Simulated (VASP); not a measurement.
# LiAlH3 (P4/mbm) in VASP: further runs, part 2 of 2

VASP 6.6.1.

## 3. Relaxation of cell and atoms, PBE

This run uses another cell than the first one, of 9.74 Å³/atom.

INCAR

```
SYSTEM = LiAlH3
PREC = Accurate
ENCUT = 600
EDIFF = 1E-7
ISMEAR = 0
SIGMA = 0.1
LREAL = .False.
LASPH = .True.
NELM = 100
ALGO = Normal
ISIF = 3
LWAVE = .False.
LCHARG = .False.
GGA = PE
IBRION = 2
NSW = 90
EDIFFG = -0.04
```

KPOINTS

```
Automatic mesh
0
Gamma
  4 4 6
  0 0 0
```

POSCAR

```
LiAlH3
1.0
    5.1391747000      0.0000000000      0.0000000000
    0.0000000000      5.1391747000      0.0000000000
    0.0000000000      0.0000000000      3.6864144008
Li Al H
2 2 6
Direct
    0.0000000000      0.5000000000      0.5000000000
    0.5000000000      0.0000000000      0.5000000000
    0.5000000000      0.5000000000      0.0000000000
    0.0000000000      0.0000000000      0.0000000000
    0.8238402553      0.3238402553      0.0000000000
    0.6761597447      0.8238402553      0.0000000000
    0.5000000000      0.5000000000      0.5000000000
    0.1761597447      0.6761597447      0.0000000000
    0.3238402553      0.1761597447      0.0000000000
    0.0000000000      0.0000000000      0.5000000000
```

Potentials or basis: VASP PAW PBE potentials, release 64 (Li_sv, Al, H).

Launch:

```sh
cat potpaw_PBE.64/Li_sv/POTCAR potpaw_PBE.64/Al/POTCAR potpaw_PBE.64/H/POTCAR > POTCAR
mpirun -np 1 vasp_std > vasp.out
```

OUTCAR:

```text
SYSTEM = LiAlH3
   PREC = Accurate
   ENCUT = 600
   EDIFF = 1E-7
   ISMEAR = 0
   LREAL = .False.
   LASPH = .True.
   NELM = 100
   ISIF = 3
   GGA = PE
   IBRION = 2
   NSW = 90
   EDIFFG = -0.04

 ion  position               nearest neighbor table
   1  0.000  0.500  0.500-
   2  0.500  0.000  0.500-
   3  0.500  0.500  0.000-   7 1.84   7 1.84   5 1.89   8 1.89   9 1.89   6 1.89
   4  0.000  0.000  0.000-  10 1.84  10 1.84   8 1.89   9 1.89   5 1.89   6 1.89
   5  0.824  0.324  0.000-   3 1.89   4 1.89
   6  0.676  0.824  0.000-   3 1.89   4 1.89
   7  0.500  0.500  0.500-   3 1.84   3 1.84
   8  0.176  0.676  0.000-   3 1.89   4 1.89
   9  0.324  0.176  0.000-   3 1.89   4 1.89
  10  0.000  0.000  0.500-   4 1.84   4 1.84

  LATTYP: Found a simple tetragonal cell.
 ALAT       =     5.1391747000
 C/A-ratio  =     0.7173164206

  Lattice vectors:

 A1 = (   5.1391747000,   0.0000000000,   0.0000000000)
 A2 = (   0.0000000000,   5.1391747000,   0.0000000000)
 A3 = (   0.0000000000,   0.0000000000,   3.6864144008)

Analysis of symmetry for initial positions (statically):
=====================================================================
 Subroutine PRICEL returns:
 Original cell was already a primitive cell.

 Routine SETGRP: Setting up the symmetry group for a
 simple tetragonal supercell.

 Subroutine GETGRP returns: Found 16 space group operations
 (whereof  8 operations were pure point group operations)
 out of a pool of 16 trial point group operations.

The static configuration has the point symmetry C_4h.
 The point group associated with its full space group is D_4h.

Analysis of symmetry for dynamics (positions and initial velocities):
=====================================================================
 Subroutine PRICEL returns:
 Original cell was already a primitive cell.

 Routine SETGRP: Setting up the symmetry group for a
 simple tetragonal supercell.

 Subroutine GETGRP returns: Found 16 space group operations
 (whereof  8 operations were pure point group operations)
 out of a pool of 16 trial point group operations.

The dynamic configuration has the point symmetry C_4h.
 The point group associated with its full space group is D_4h.

 Subroutine INISYM returns: Found 16 space group operations
 (whereof  8 operations are pure point group operations),
 and found     1 'primitive' translations

----------------------------------------------------------------------------------------

                                     Primitive cell

  volume of cell :      97.3623

  direct lattice vectors                    reciprocal lattice vectors
     5.139174700  0.000000000  0.000000000     0.194583772  0.000000000  0.000000000
     0.000000000  5.139174700  0.000000000     0.000000000  0.194583772  0.000000000
     0.000000000  0.000000000  3.686414401     0.000000000  0.000000000  0.271266301

  length of vectors
     5.139174700  5.139174700  3.686414401     0.194583772  0.194583772  0.271266301

  position of ions in fractional coordinates (direct lattice)
     0.000000000  0.500000000  0.500000000
     0.500000000  0.000000000  0.500000000
     0.500000000  0.500000000  0.000000000
     0.000000000  0.000000000  0.000000000
     0.823840255  0.323840255  0.000000000
[... 83 lines left out ...]
   ISPIN  =      1    spin polarized calculation?
   LNONCOLLINEAR =      F non collinear calculations
   LSORBIT =      F    spin-orbit coupling
   LASPH  =      T    aspherical Exc in radial PAW
   ENCUT  =  600.0 eV  44.10 Ry    6.64 a.u.  10.26 10.26  7.36*2*pi/ulx,y,z
   NELM   =    100;   NELMIN=  2; NELMDL= -5     # of ELM steps
   EDIFF  = 0.1E-06   stopping-criterion for ELM
   LREAL  =      F    real-space projection
   EDIFFG = -.4E-01   stopping-criterion for IOM
   NSW    =     90    number of steps for IOM
   IBRION =      2    ionic relax: 0-MD 1-quasi-New 2-CG
   NFREE  =      1    steps in history (QN), initial steepest desc. (CG)
   ISIF   =      3    stress and relaxation
   ISYM   =      2    0-nonsym 1-usesym 2-fastsym
   POTIM  = 0.5000    time-step for ionic-motion
   TEBEG  =    0.0;   TEEND  =   0.0 temperature during run
   PSTRESS=    0.0 pullay stress
   NELECT =      18.0000    total number of electrons
   NUPDOWN=      -1.0000    fix difference up-down
   EMIN   =  10.00;   EMAX   =-10.00  energy-range for DOS
   EFERMI =   0.00;   METHOD = LEGACY
   ISMEAR =     0;   SIGMA  =   0.10  broadening in eV -4-tet -1-fermi 0-gaus
   EFERMI_NEDOS =   21; number of points for ismear=-14 and -15
   IALGO  =     38    algorithm
   IMIX   =      4    mixing-type and parameters
     AMIX     =   0.40;   BMIX     =  1.00
     AMIX_MAG =   1.60;   BMIX_MAG =  1.00
  volume/ion in A,a.u.               =       9.74        65.70
  Fermi-wavevector in a.u.,A,eV,Ry     =   0.932614  1.762385 11.833929  0.869769
  Thomas-Fermi vector in A             =   2.059230
   LORBIT       =      0    0 simple, 1 ext, 2 COOP (PROOUT), +10 PAW based schemes
   GGA     = PE    functional components
   LHFCALC =     F    Hartree Fock is set to
   AEXX    =    0.0000 exact exchange contribution
   IVDW    =     0    specifies the selected vdW correction
   LEPSILON=     F    determine dielectric tensor
   LRPA    =     F    only Hartree local field effects (RPA)
 conjugate gradient relaxation of ions
 non-spin polarized calculation
 Gauss-broadening in eV      SIGMA  =   0.10
  energy-cutoff  :      600.00
  volume of cell :       97.36
 maximum number of plane-waves:      3276
 NGX is ok and might be reduce to    42
   NGX = 21   NGY = 21   NGZ = 15

 number of electron      17.9999999 magnetization

 Free energy of the ion-electron system (eV)
  ---------------------------------------------------
  ext. energy  EPLUGINS =         0.00000000
  ---------------------------------------------------
  free energy    TOTEN  =       -30.70702683 eV

  energy without entropy =      -30.67756817  energy(sigma->0) =      -30.69229750

 E-fermi :   4.3505     XC(G=0):  -8.6005

 val. band max:        4.3452868342   @ k =   0.2500   0.2500   0.3333
 cond. band min:       4.3775725095   @ k =   0.2500   0.0000   0.3333
 fundamental gap:      0.0322856752
 Fermi energy:         4.3505404183

 k-point     1 :       0.0000    0.0000    0.0000
  band No.  band energies     occupation
      1     -44.1176      2.00000
      2     -44.1162      2.00000
      3      -6.7626      2.00000
      4      -3.2550      2.00000
      5      -2.1728      2.00000
      6      -2.1728      2.00000
      7      -0.2504      2.00000
      8       0.4217      2.00000
      9       4.7064      0.00000
     10       4.7064      0.00000
     11       4.8814      0.00000
     12       5.4239      0.00000
     13       6.7581      0.00000
     14       8.0370      0.00000
[... 401 lines left out ...]
      2     -44.1162      2.00000
      3      -2.9552      2.00000
      4      -2.9552      2.00000
      5      -2.7405      2.00000
      6      -2.7405      2.00000
      7      -2.5836      2.00000
      8      -2.5836      2.00000
      9       4.0120      2.00000
     10       4.0120      2.00000
     11       6.0950      0.00000
     12       6.0950      0.00000
     13       8.2971      0.00000
     14       8.2971      0.00000
     15       9.0079      0.00000

------------------------ aborting loop because EDIFF is reached ----------------------------------------

  FORCE on cell =-STRESS in cart. coord.  units (eV):
  Direction    XX          YY          ZZ          XY          YZ          ZX
  --------------------------------------------------------------------------------------
  -------------------------------------------------------------------------------------
  Total       -0.3510481     -0.3510481     -0.0315136      0.0000000     -0.0000000      0.0000000
  in kB       -5.7767857     -5.7767857     -0.5185818      0.0000000     -0.0000000      0.0000000
  external PRESSURE =      -4.0240511 kB  Pullay stress =       0.0000000 kB

 VOLUME and BASIS-vectors are now :
 -----------------------------------------------------------------------------
  energy-cutoff  :      600.00
  volume of cell :       97.36
      direct lattice vectors                 reciprocal lattice vectors
     5.139174700  0.000000000  0.000000000     0.194583772  0.000000000  0.000000000
     0.000000000  5.139174700  0.000000000     0.000000000  0.194583772  0.000000000
     0.000000000  0.000000000  3.686414401     0.000000000  0.000000000  0.271266301

 POSITION                                       TOTAL-FORCE (eV/Angst)
 -----------------------------------------------------------------------------------
      0.00000      2.56959      1.84321         0.000000      0.000000      0.000000
      2.56959      0.00000      1.84321         0.000000      0.000000      0.000000
      2.56959      2.56959      0.00000         0.000000      0.000000      0.000000
      0.00000      0.00000      0.00000         0.000000      0.000000      0.000000
      4.23386      1.66427      0.00000        -0.006418     -0.006418     -0.000000
      3.47490      4.23386      0.00000         0.006418     -0.006418     -0.000000
      2.56959      2.56959      1.84321         0.000000      0.000000      0.000000
      0.90532      3.47490      0.00000         0.006418      0.006418      0.000000
      1.66427      0.90532      0.00000        -0.006418      0.006418      0.000000
      0.00000      0.00000      1.84321         0.000000      0.000000      0.000000
 -----------------------------------------------------------------------------------
    total drift:                                0.000000      0.000000     -0.000000

  FREE ENERGIE OF THE ION-ELECTRON SYSTEM (eV)
  ---------------------------------------------------
  free  energy   TOTEN  =       -30.7070268265 eV

  energy  without entropy=      -30.6775681744  energy(sigma->0) =      -30.69229750

 reached required accuracy - stopping structural energy minimisation
```

Wall time 74 s (1 thread of Oxide Virtual Turin-like, shared host); peak memory 0.2 GiB.

Results:

| Quantity | Value |
| --- | --- |
| Free energy | -30.7070 eV |
| Pressure after relaxing | -0.4 GPa |
| Largest force after relaxing | 0.009 eV/Å |
| Band gap on the k mesh | zero (bands 9 and 10 overlap by 3.48 eV) |

Forces on the atoms (eV/Å):
```
Li   0.000  0.000  0.000
Li   0.000  0.000  0.000
Al   0.000  0.000  0.000
Al   0.000  0.000  0.000
H   -0.006 -0.006  0.000
H    0.006 -0.006  0.000
H    0.000  0.000  0.000
H    0.006  0.006  0.000
H   -0.006  0.006  0.000
H    0.000  0.000  0.000
```

Final structure:
```
CELL_PARAMETERS angstrom
5.13917 0.00000 0.00000
0.00000 5.13917 0.00000
0.00000 0.00000 3.68641
ATOMIC_POSITIONS crystal
Li 0.00000 0.50000 0.50000
Li 0.50000 0.00000 0.50000
Al 0.50000 0.50000 0.00000
Al 0.00000 0.00000 0.00000
H 0.82384 0.32384 0.00000
H 0.67616 0.82384 0.00000
H 0.50000 0.50000 0.50000
H 0.17616 0.67616 0.00000
H 0.32384 0.17616 0.00000
H 0.00000 0.00000 0.50000
```

Caveat: the cutoff is under 1.25 times the usual one of these potentials, so pressure, stress and relaxed cells hold a basis-set (Pulay) error; the relaxation stopped at its first step, so nothing moved.

## 4. Relaxation of cell and atoms, PBE

This run uses another cell than the first one, of 9.66 Å³/atom.

INCAR

```
PREC = Accurate
ENCUT = 600
EDIFF = 1E-6
ISMEAR = 0
SIGMA = 0.1
LREAL = False
LASPH = True
NELM = 60
ALGO = Fast
ISIF = 3
LWAVE = False
LCHARG = False
GGA = PE
IBRION = 2
NSW = 100
EDIFFG = -0.01
```

KPOINTS

```
Automatic mesh
0
Gamma
  8 8 10
```

POSCAR

```
LiAlH3
1.0
    5.1172125994      0.0000000000      0.0000000000
    0.0000000000      5.1172125994      0.0000000000
    0.0000000000      0.0000000000      3.6879559081
Li Al H
2 2 6
Direct
    0.0000000000      0.5000000000      0.5000000000
    0.5000000000      0.0000000000      0.5000000000
    0.5000000000      0.5000000000      0.0000000000
    0.0000000000      0.0000000000      0.0000000000
    0.8243706118      0.3243706118      0.0000000000
    0.6756293882      0.8243706118      0.0000000000
    0.5000000000      0.5000000000      0.5000000000
    0.1756293882      0.6756293882      0.0000000000
    0.3243706118      0.1756293882      0.0000000000
    0.0000000000      0.0000000000      0.5000000000
```

Launch:

```sh
cat potpaw_PBE.64/Li_sv/POTCAR potpaw_PBE.64/Al/POTCAR potpaw_PBE.64/H/POTCAR > POTCAR
mpirun -np 1 vasp_std > vasp.out
```

Wall time 11 min (1 thread of Oxide Virtual Turin-like, shared host); peak memory 0.29 GiB.

It converged, with:

| Quantity | Value |
| --- | --- |
| Free energy | -30.8013 eV |
| Relaxed volume | 9.64 Å³/atom |
| Relaxed cell | a = 5.121 Å, b = 5.121 Å, c = 3.677 Å, α = 90.00°, β = 90.00°, γ = 90.00° |
| Space group after relaxing (to 0.1 Å) | P4/mbm (No. 127) |
| Energy gained by relaxing | 0.0 meV/atom |
| Ionic steps | 3 |
| Pressure after relaxing | 0.1 GPa |
| Band gap on the k mesh | zero (bands 9 and 10 overlap by 3.47 eV) |

Forces on the atoms (eV/Å):
```
Li   0.000  0.000  0.000
Li   0.000  0.000  0.000
Al   0.000  0.000  0.000
Al   0.000  0.000  0.000
H   -0.002 -0.002  0.000
H    0.002 -0.002  0.000
H    0.000  0.000  0.000
H    0.002  0.002  0.000
H   -0.002  0.002  0.000
H    0.000  0.000  0.000
```

The path:
| step | energy change (eV) | largest force (eV/Å) | pressure (GPa) | volume (Å³) |
| --- | --- | --- | --- | --- |
| 1 | 0.0000 | 0.0030 | -0.05 | 96.57 |
| 2 | -0.0001 | 0.0028 | -0.02 | 96.53 |
| 3 | -0.0003 | 0.0022 | 0.05 | 96.41 |

Final structure:
```
Li Al H
1.0
     5.12081    0.00000    0.00000
     0.00000    5.12081    0.00000
     0.00000    0.00000    3.67675
Li Al H
2 2 6
Direct
  0.00000 0.50000 0.50000
  0.50000 0.00000 0.50000
  0.50000 0.50000 0.00000
  0.00000 0.00000 0.00000
  0.82429 0.32429 0.00000
  0.67571 0.82429 0.00000
  0.50000 0.50000 0.50000
  0.17571 0.67571 0.00000
  0.32429 0.17571 0.00000
  0.00000 0.00000 0.50000
```

Levels at points of the mesh, in eV from the Fermi level:
| k point | band 5 | band 6 | band 7 | band 8 | band 9 | band 10 | band 11 | band 12 | band 13 | band 14 |
| --- | --- | --- | --- | --- | --- | --- | --- | --- | --- | --- |
| (0.00, 0.00, 0.00) | -6.52 | -6.52 | -4.60 | -3.93 | 0.39 | 0.39 | 0.55 | 1.11 | 2.49 | 3.75 |
| (0.50, 0.00, 0.00) | -5.68 | -5.68 | -4.76 | -4.76 | 0.71 | 0.71 | 1.77 | 1.77 | 2.67 | 2.67 |
| (0.50, 0.50, 0.00) | -7.60 | -7.60 | -3.25 | -3.25 | 2.43 | 2.43 | 2.72 | 2.72 | 3.38 | 3.38 |
| (0.00, 0.00, 0.50) | -6.17 | -5.73 | -5.73 | -4.45 | -3.05 | 0.06 | 0.06 | 1.78 | 2.21 | 2.21 |
| (0.50, 0.00, 0.50) | -6.98 | -6.98 | -4.95 | -4.95 | -0.89 | -0.89 | 1.37 | 1.37 | 1.43 | 1.43 |
| (0.50, 0.50, 0.50) | -7.11 | -7.11 | -6.95 | -6.95 | -0.33 | -0.33 | 1.82 | 1.82 | 4.03 | 4.03 |

Caveat: the cutoff is under 1.25 times the usual one of these potentials, so pressure, stress and relaxed cells hold a basis-set (Pulay) error.

## 5. Summary

```tsv
cell	k mesh	gap on the mesh (eV)	pressure (GPa)	relaxed volume (Å³/atom)	largest force (eV/Å)
relaxed from a = 5.680, b = 5.680, c = 4.017 Å, 10 atoms, atomic positions A	4 × 4 × 4	none	-0.1	9.77	0.03
relaxed from a = 5.139, b = 5.139, c = 3.686 Å, 10 atoms, atomic positions B	4 × 4 × 6	none	-0.4	-	0.01
relaxed from a = 5.117, b = 5.117, c = 3.688 Å, 10 atoms, atomic positions C	8 × 8 × 10	none	0.1	9.64	-
```

Alike in all rows: task relaxation of cell and atoms; level PBE; potentials or basis VASP PAW PBE potentials, release 64 (Li_sv, Al, H); no spin polarisation; cutoff (eV) 600; smearing gaussian 0.1 eV.

Caveats: some runs use coarse meshes; the cutoff is under 1.25 times the usual one of these potentials, so pressure, stress and relaxed cells hold a basis-set (Pulay) error; the volume moved by over 15 % at a fixed basis, so the end points are rough (at least some runs); the relaxation stopped at its first step, so nothing moved (at least some runs).

Absolute energies hang on the potentials; compare differences alone.

The gap in the log of VASP goes by the Fermi energy; the results here count the filled bands.